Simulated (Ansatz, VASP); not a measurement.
**Ni: VASP beside Ansatz**

```xyz
1
Lattice="0.0000 1.8210 1.7679 1.8210 0.0000 1.7679 1.8210 1.8210 0.0000" Properties=species:S:1:pos:R:3 pbc="T T T"
Ni    0.0000    0.0000    0.0000
```

Change from the starting cell: equal xx and yy strain of +3 %, crystal datasets.

Alike in both runs: task electric field gradients; functional LDA; k mesh 20 × 20 × 20; occupations fermi-dirac, width 0.05 eV; collinear spin.

|  | VASP | Ansatz |
| --- | --- | --- |
| version | VASP 6.6.1 | Ansatz 0.2.0 |
| potentials or method | VASP PAW LDA potentials, release 64 (Ni), cutoff 520 eV | all-electron PAW with datasets made for the crystal, scalar-relativistic |

```csv
,VASP,Ansatz,Ansatz less VASP
pressure (GPa),-26.8,-27.2,-0.39
"traceless stress, the component that is largest in VASP (GPa)",1.68,1.73,+0.051
net moment per atom (μB),0.62,0.64,+0.016
size of the moment on the site where the two differ most (μB),0.63,0.67,+0.038
size of Vzz on the site where it differs most (V/Å²),1.9,1.7,-0.23
```

LDA's correlation is that of Perdew and Zunger in VASP and of Perdew and Wang (1992) in Ansatz. Site moments also hang on the region over which each program counts them. Ansatz ran all-electron here, and VASP with PAW potentials. Ansatz's warnings: printed levels off.
